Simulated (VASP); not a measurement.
# Ca3ScB3 (Pm-3m) in VASP: a series of runs

Runs on Ca3ScB3. Level: PBE. Tasks: single point, relaxation of cell and atoms.

All numbers are computed with VASP 6.6.1; they aren't measurements. Logs are shortened: lines on timing, memory, paths and dates and some standing lists are left out, and cuts for length are marked.

### Step 1. The cell of the first run

Symmetry: Pm-3m, No. 221, cubic system. The conventional cell has a = 4.920 Å, b = 4.920 Å, c = 4.920 Å, α = 90.00°, β = 90.00°, γ = 90.00°. Ca (site symmetry 4/mmm) has 2 Sc at 2.46 Å and 4 B at 2.46 Å within 3.2 Å. Sc (site symmetry m-3m) has 6 Ca at 2.46 Å within 3.2 Å. Within 3.2 Å of B (site symmetry 4/mmm) lie 4 Ca at 2.46 Å.

The cell was generated, and may not be a known phase.

### Step 2. Single point, PBE

The input, INCAR:

```
ALGO = Normal
EDIFF = 1E-6
ENCUT = 520
GGA = PE
ISIF = 2
ISMEAR = 0
LASPH = True
LCHARG = False
LREAL = False
LWAVE = False
NBANDS = 34
NELM = 80
PREC = Accurate
SIGMA = 0.1
```

The input, KPOINTS:

```
k-points
0
Gamma
  4 4 4
```

The input, POSCAR:

```
Ca3ScB3
1.0
    4.9195486100      0.0000000000      0.0000000000
    0.0000000000      4.9195486100      0.0000000000
    0.0000000000      0.0000000000      4.9195486100
Ca Sc B
3 1 3
Direct
    0.5000000000      0.5000000000      0.0000000000
    0.0000000000      0.5000000000      0.5000000000
    0.5000000000      0.0000000000      0.5000000000
    0.5000000000      0.5000000000      0.5000000000
    0.5000000000      0.0000000000      0.0000000000
    0.0000000000      0.5000000000      0.0000000000
    0.0000000000      0.0000000000      0.5000000000
```

Potentials or basis: VASP PAW PBE potentials, release 64 (Ca_sv, Sc_sv, B).

Command:

```bash
cat potpaw_PBE.64/Ca_sv/POTCAR potpaw_PBE.64/Sc_sv/POTCAR potpaw_PBE.64/B/POTCAR > POTCAR
mpirun -np 1 vasp_std > vasp.out
```

OUTCAR:

```text
EDIFF = 1E-6
   ENCUT = 520
   GGA = PE
   ISIF = 2
   ISMEAR = 0
   LASPH = True
   LREAL = False
   NELM = 80
   PREC = Accurate

 ion  position               nearest neighbor table
   1  0.500  0.500  0.000-   4 2.46   5 2.46   6 2.46   4 2.46   5 2.46   6 2.46
   2  0.000  0.500  0.500-   4 2.46   6 2.46   7 2.46   6 2.46   7 2.46   4 2.46
   3  0.500  0.000  0.500-   4 2.46   5 2.46   7 2.46   5 2.46   4 2.46   7 2.46
   4  0.500  0.500  0.500-   1 2.46   2 2.46   3 2.46   1 2.46   3 2.46   2 2.46
   5  0.500  0.000  0.000-   1 2.46   3 2.46   3 2.46   1 2.46
   6  0.000  0.500  0.000-   1 2.46   2 2.46   2 2.46   1 2.46
   7  0.000  0.000  0.500-   2 2.46   3 2.46   2 2.46   3 2.46

  LATTYP: Found a simple cubic cell.
 ALAT       =     4.9195486100

  Lattice vectors:

 A1 = (   4.9195486100,   0.0000000000,   0.0000000000)
 A2 = (   0.0000000000,   4.9195486100,   0.0000000000)
 A3 = (   0.0000000000,   0.0000000000,   4.9195486100)

Analysis of symmetry for initial positions (statically):
=====================================================================
 Subroutine PRICEL returns:
 Original cell was already a primitive cell.

 Routine SETGRP: Setting up the symmetry group for a
 simple cubic supercell.

 Subroutine GETGRP returns: Found 48 space group operations
 (whereof 48 operations were pure point group operations)
 out of a pool of 48 trial point group operations.

The static configuration has the point symmetry O_h .

Analysis of symmetry for dynamics (positions and initial velocities):
=====================================================================
 Subroutine PRICEL returns:
 Original cell was already a primitive cell.

 Routine SETGRP: Setting up the symmetry group for a
 simple cubic supercell.

 Subroutine GETGRP returns: Found 48 space group operations
 (whereof 48 operations were pure point group operations)
 out of a pool of 48 trial point group operations.

The dynamic configuration has the point symmetry O_h .

 Subroutine INISYM returns: Found 48 space group operations
 (whereof 48 operations are pure point group operations),
 and found     1 'primitive' translations

----------------------------------------------------------------------------------------

                                     Primitive cell

  volume of cell :     119.0627

  direct lattice vectors                    reciprocal lattice vectors
[... 87 lines left out ...]
   NFREE  =      0    steps in history (QN), initial steepest desc. (CG)
   ISIF   =      2    stress and relaxation
   ISYM   =      2    0-nonsym 1-usesym 2-fastsym
   POTIM  = 0.5000    time-step for ionic-motion
   TEBEG  =    0.0;   TEEND  =   0.0 temperature during run
   PSTRESS=    0.0 pullay stress
   NELECT =      50.0000    total number of electrons
   NUPDOWN=      -1.0000    fix difference up-down
   EMIN   =  10.00;   EMAX   =-10.00  energy-range for DOS
   EFERMI =   0.00;   METHOD = LEGACY
   ISMEAR =     0;   SIGMA  =   0.10  broadening in eV -4-tet -1-fermi 0-gaus
   EFERMI_NEDOS =   21; number of points for ismear=-14 and -15
   IALGO  =     38    algorithm
   IMIX   =      4    mixing-type and parameters
     AMIX     =   0.40;   BMIX     =  1.00
     AMIX_MAG =   1.60;   BMIX_MAG =  1.00
  volume/ion in A,a.u.               =      17.01       114.78
  Fermi-wavevector in a.u.,A,eV,Ry     =   1.225950  2.316710 20.448937  1.502954
  Thomas-Fermi vector in A             =   2.360969
   LORBIT       =      0    0 simple, 1 ext, 2 COOP (PROOUT), +10 PAW based schemes
   GGA     = PE    functional components
   LHFCALC =     F    Hartree Fock is set to
   AEXX    =    0.0000 exact exchange contribution
   IVDW    =     0    specifies the selected vdW correction
   LEPSILON=     F    determine dielectric tensor
   LRPA    =     F    only Hartree local field effects (RPA)
 non-spin polarized calculation
 Gauss-broadening in eV      SIGMA  =   0.10
  energy-cutoff  :      520.00
  volume of cell :      119.06
 maximum number of plane-waves:      3220
 NGX is ok and might be reduce to    40
   NGX = 19   NGY = 19   NGZ = 19

 number of electron      50.0000003 magnetization

 Free energy of the ion-electron system (eV)
  ---------------------------------------------------
  ext. energy  EPLUGINS =         0.00000000
  ---------------------------------------------------
  free energy    TOTEN  =       -16.33621759 eV

  energy without entropy =      -16.30903842  energy(sigma->0) =      -16.32262801

 E-fermi :   3.6979     XC(G=0): -10.0650

 val. band max:        3.6958917920   @ k =   0.2500   0.0000   0.0000
 cond. band min:       3.7902957045   @ k =   0.2500   0.2500   0.0000
 fundamental gap:      0.0944039125
 Fermi energy:         3.6979131159

 k-point     1 :       0.0000    0.0000    0.0000
  band No.  band energies     occupation
      1     -45.7535      2.00000
      2     -35.8014      2.00000
      3     -35.7572      2.00000
      4     -35.7572      2.00000
      5     -24.7888      2.00000
      6     -24.7888      2.00000
[... 359 lines left out ...]
     33       6.2807      0.00000
     34       6.2976      0.00000

------------------------ aborting loop because EDIFF is reached ----------------------------------------

  FORCE on cell =-STRESS in cart. coord.  units (eV):
  Direction    XX          YY          ZZ          XY          YZ          ZX
  --------------------------------------------------------------------------------------
  -------------------------------------------------------------------------------------
  Total       14.8145610     14.8145610     14.8145610     -0.0000000      0.0000000      0.0000000
  in kB      199.3533790    199.3533790    199.3533790     -0.0000000      0.0000000      0.0000000
  external PRESSURE =     199.3533790 kB  Pullay stress =       0.0000000 kB

 VOLUME and BASIS-vectors are now :
 -----------------------------------------------------------------------------
  energy-cutoff  :      520.00
  volume of cell :      119.06
      direct lattice vectors                 reciprocal lattice vectors
     4.919548610  0.000000000  0.000000000     0.203270682  0.000000000  0.000000000
     0.000000000  4.919548610  0.000000000     0.000000000  0.203270682  0.000000000
     0.000000000  0.000000000  4.919548610     0.000000000  0.000000000  0.203270682

 POSITION                                       TOTAL-FORCE (eV/Angst)
 -----------------------------------------------------------------------------------
      2.45977      2.45977      0.00000         0.000000      0.000000      0.000000
      0.00000      2.45977      2.45977         0.000000      0.000000      0.000000
      2.45977      0.00000      2.45977         0.000000      0.000000      0.000000
      2.45977      2.45977      2.45977         0.000000      0.000000      0.000000
      2.45977      0.00000      0.00000         0.000000      0.000000      0.000000
      0.00000      2.45977      0.00000         0.000000      0.000000      0.000000
      0.00000      0.00000      2.45977         0.000000      0.000000      0.000000
 -----------------------------------------------------------------------------------
    total drift:                               -0.000000      0.000000     -0.000000

  FREE ENERGIE OF THE ION-ELECTRON SYSTEM (eV)
  ---------------------------------------------------
  free  energy   TOTEN  =       -16.3362175949 eV

  energy  without entropy=      -16.3090384235  energy(sigma->0) =      -16.32262801
```

OSZICAR:

```text
N       E                     dE             d eps       ncg     rms          rms(c)
DAV:   1     0.604652873267E+03    0.60465E+03   -0.24109E+04   680   0.147E+03
DAV:   2     0.293986353935E+02   -0.57525E+03   -0.56484E+03   696   0.482E+02
DAV:   3    -0.130344385359E+02   -0.42433E+02   -0.40415E+02  1076   0.123E+02
DAV:   4    -0.178745208920E+02   -0.48401E+01   -0.47344E+01  1144   0.308E+01
DAV:   5    -0.181640132147E+02   -0.28949E+00   -0.28914E+00  1104   0.785E+00    0.106E+01
DAV:   6    -0.181671230872E+02   -0.31099E-02   -0.17293E+01   992   0.228E+01    0.102E+01
DAV:   7    -0.165991518113E+02    0.15680E+01   -0.11467E+01   956   0.205E+01    0.504E+00
DAV:   8    -0.163437393023E+02    0.25541E+00   -0.11093E+00   970   0.606E+00    0.120E+00
DAV:   9    -0.163354941052E+02    0.82452E-02   -0.68464E-02  1080   0.155E+00    0.376E-01
DAV:  10    -0.163359042949E+02   -0.41019E-03   -0.10480E-02  1066   0.640E-01    0.173E-01
DAV:  11    -0.163362152035E+02   -0.31091E-03   -0.21107E-03   984   0.325E-01    0.622E-02
DAV:  12    -0.163362125434E+02    0.26601E-05   -0.29552E-04  1042   0.101E-01    0.195E-02
DAV:  13    -0.163362146281E+02   -0.20847E-05   -0.17522E-05   992   0.229E-02    0.980E-03
DAV:  14    -0.163362177405E+02   -0.31124E-05   -0.98608E-06   640   0.145E-02    0.266E-03
DAV:  15    -0.163362175949E+02    0.14563E-06   -0.56286E-07   510   0.662E-03
   1 F= -.16336218E+02 E0= -.16322628E+02  d E =-.271792E-01
```

stdout:

```text
POSCAR found type information on POSCAR CaScB
 POSCAR found :  3 types and       7 ions
 scaLAPACK will be used
 LDA part: xc-table for (Slater+PW92), standard interpolation
 POSCAR, INCAR and KPOINTS ok, starting setup
 FFT: planning ... GRIDC
 FFT: planning ... GRID_SOFT
 FFT: planning ... GRID
 WAVECAR not read
 entering main loop
```

It took 26 s on 1 thread of Intel Xeon 6975P-C (Granite Rapids), shared host; peak memory 0.24 GiB.

Results:

- Free energy: -16.3362 eV
- Pressure: 19.9 GPa
- Band gap on the k mesh: zero (bands 25 and 26 overlap by 0.45 eV)

Levels at points of the mesh, in eV from the Fermi level:
| k point | band 21 | band 22 | band 23 | band 24 | band 25 | band 26 | band 27 | band 28 | band 29 | band 30 |
| --- | --- | --- | --- | --- | --- | --- | --- | --- | --- | --- |
| (0.00, 0.00, 0.00) | -1.32 | -1.32 | -0.69 | -0.69 | -0.69 | -0.29 | -0.04 | -0.04 | 1.71 | 1.71 |
| (0.50, 0.00, 0.00) | -1.58 | -1.51 | -1.20 | -0.47 | 0.10 | 0.14 | 0.53 | 0.53 | 1.15 | 1.15 |
| (0.50, 0.50, 0.00) | -1.19 | -1.19 | -1.12 | -1.12 | -0.60 | -0.19 | -0.08 | 0.16 | 1.40 | 1.62 |
| (0.50, 0.50, 0.50) | -2.27 | -2.27 | -2.27 | -0.34 | -0.34 | -0.34 | 1.30 | 1.30 | 1.30 | 1.86 |

Caveat: the cell stands under pressure.

### Step 3. Single point, PBE

This run uses another cell than the first one, of 26.16 Å³/atom.

The input, INCAR:

```
PREC = Accurate
ENCUT = 520
EDIFF = 1E-7
ISMEAR = 0
SIGMA = 0.1
LREAL = F
LASPH = T
NELM = 80
ALGO = Fast
ISIF = 2
LWAVE = F
LCHARG = F
GGA = PE
NBANDS = 34
```

The input, KPOINTS:

```
regular mesh
0
Gamma
  8 8 8
```

POSCAR: that of step 2 with these lines changed.

```diff
@@ -2,5 +2,5 @@
 1.0
-    4.9195486100      0.0000000000      0.0000000000
-    0.0000000000      4.9195486100      0.0000000000
-    0.0000000000      0.0000000000      4.9195486100
+    5.6787019334      0.0000000000      0.0000000000
+    0.0000000000      5.6787019334      0.0000000000
+    0.0000000000      0.0000000000      5.6787019334
 Ca Sc B
```

Potentials or basis: VASP PAW PBE potentials, release 64 (Ca_sv, Sc_sv, B).

Command:

```bash
cat potpaw_PBE.64/Ca_sv/POTCAR potpaw_PBE.64/Sc_sv/POTCAR potpaw_PBE.64/B/POTCAR > POTCAR
mpirun -np 1 vasp_std > vasp.out
```

It took 5.9 min on 1 thread of Intel Xeon 6975P-C (Granite Rapids), shared host; peak memory 0.39 GiB.

The run converged. Its results:

- Free energy: -19.2220 eV
- Pressure: 0.0 GPa
- Band gap on the k mesh: zero (bands 25 and 26 overlap by 0.45 eV)

Levels at points of the mesh, in eV from the Fermi level:
```
           k point  band 22  band 23  band 24  band 25  band 26  band 27  band 28  band 29
(0.00, 0.00, 0.00)    -0.76    -0.76    -0.33    -0.33    -0.33     0.08     0.08     0.89
(0.50, 0.00, 0.00)    -0.96    -0.50    -0.27     0.01     0.01     0.07     0.42     1.03
(0.50, 0.50, 0.00)    -0.92    -0.69    -0.69    -0.21     0.15     0.29     0.42     1.10
(0.50, 0.50, 0.50)    -1.85    -1.28    -0.36     0.11     0.11     0.11     0.98     0.99
```

### Step 4. Relaxation of cell and atoms, PBE

This run uses another cell than the first one, of 25.69 Å³/atom.

The input, INCAR:

```
PREC = Accurate
ENCUT = 600
EDIFF = 1E-6
ISMEAR = 0
SIGMA = 0.1
LREAL = F
LASPH = T
NELM = 80
ALGO = Fast
ISIF = 3
LWAVE = F
LCHARG = F
GGA = PE
IBRION = 2
NSW = 100
EDIFFG = -0.01
```

The input, KPOINTS:

```
Automatic mesh
0
Gamma
  8 8 8
```

POSCAR: that of step 3 with these lines changed.

```diff
@@ -2,5 +2,5 @@
 1.0
-    5.6787019334      0.0000000000      0.0000000000
-    0.0000000000      5.6787019334      0.0000000000
-    0.0000000000      0.0000000000      5.6787019334
+    5.6440735433      0.0000000000      0.0000000000
+    0.0000000000      5.6440735433      0.0000000000
+    0.0000000000      0.0000000000      5.6440735433
 Ca Sc B
```

Command:

```bash
cat potpaw_PBE.64/Ca_sv/POTCAR potpaw_PBE.64/Sc_sv/POTCAR potpaw_PBE.64/B/POTCAR > POTCAR
mpirun -np 1 vasp_std > vasp.out
```

Wall time 16 min (1 thread of Intel Xeon 6975P-C (Granite Rapids), shared host); peak memory 0.52 GiB.

It converged, with:

```
Free energy                           : -19.2229 eV
Relaxed volume                        : 26.23 Å³/atom
Relaxed cell                          : a = 5.684 Å, b = 5.684 Å, c = 5.684 Å, α = 90.00°, β = 90.00°, γ = 90.00°
Space group after relaxing (to 0.1 Å) : Pm-3m (No. 221)
Energy gained by relaxing             : 0.8 meV/atom
Ionic steps                           : 4
Pressure after relaxing               : 0.0 GPa
Band gap on the k mesh                : zero (bands 25 and 26 overlap by 0.45 eV)
```

Step by step:
```
step  energy change (eV)  largest force (eV/Å)  pressure (GPa)  volume (Å³)
   1              0.0000                0.0000            0.49       179.80
   2             -0.0044                0.0000            0.22       181.83
   3             -0.0052                0.0000           -0.12       184.60
   4             -0.0056                0.0000            0.00       183.60
```

Final structure:
```yaml
crystal:
  lattice:
    - [5.68357, 0.00000, 0.00000]
    - [0.00000, 5.68357, 0.00000]
    - [0.00000, 0.00000, 5.68357]
  atoms:
    - { symbol: Ca, position: [0.50000, 0.50000, 0.00000] }
    - { symbol: Ca, position: [0.00000, 0.50000, 0.50000] }
    - { symbol: Ca, position: [0.50000, 0.00000, 0.50000] }
    - { symbol: Sc, position: [0.50000, 0.50000, 0.50000] }
    - { symbol: B, position: [0.50000, 0.00000, 0.00000] }
    - { symbol: B, position: [0.00000, 0.50000, 0.00000] }
    - { symbol: B, position: [0.00000, 0.00000, 0.50000] }
```

Levels at points of the mesh, in eV from the Fermi level:
| k point | band 23 | band 24 | band 25 | band 26 | band 27 | band 28 |
| --- | --- | --- | --- | --- | --- | --- |
| (0.00, 0.00, 0.00) | -0.76 | -0.33 | -0.33 | -0.33 | 0.08 | 0.08 |
| (0.50, 0.00, 0.00) | -0.50 | -0.26 | 0.01 | 0.01 | 0.07 | 0.43 |
| (0.50, 0.50, 0.00) | -0.68 | -0.68 | -0.20 | 0.15 | 0.29 | 0.42 |
| (0.50, 0.50, 0.50) | -1.27 | -0.37 | 0.12 | 0.12 | 0.12 | 0.98 |

### Step 5. The runs side by side

```tsv
task	cell	k mesh	cutoff (eV)	gap on the mesh (eV)	pressure (GPa)
single point	a = 4.920 Å, 7 atoms	4 × 4 × 4	520	none	19.9
single point	a = 5.679 Å, 7 atoms	8 × 8 × 8	520	none	0.0
relaxation of cell and atoms	relaxed from a = 5.644 Å, 7 atoms	8 × 8 × 8	600	none	0.0
```

Alike in all rows: level PBE; potentials or basis VASP PAW PBE potentials, release 64 (Ca_sv, Sc_sv, B); no spin polarisation; smearing gaussian 0.1 eV.

Caveats: the cell stands under pressure (at least some runs).

Absolute energies hang on the potentials; compare differences alone.

The gap in the log of VASP goes by the Fermi energy; the results here count the filled bands.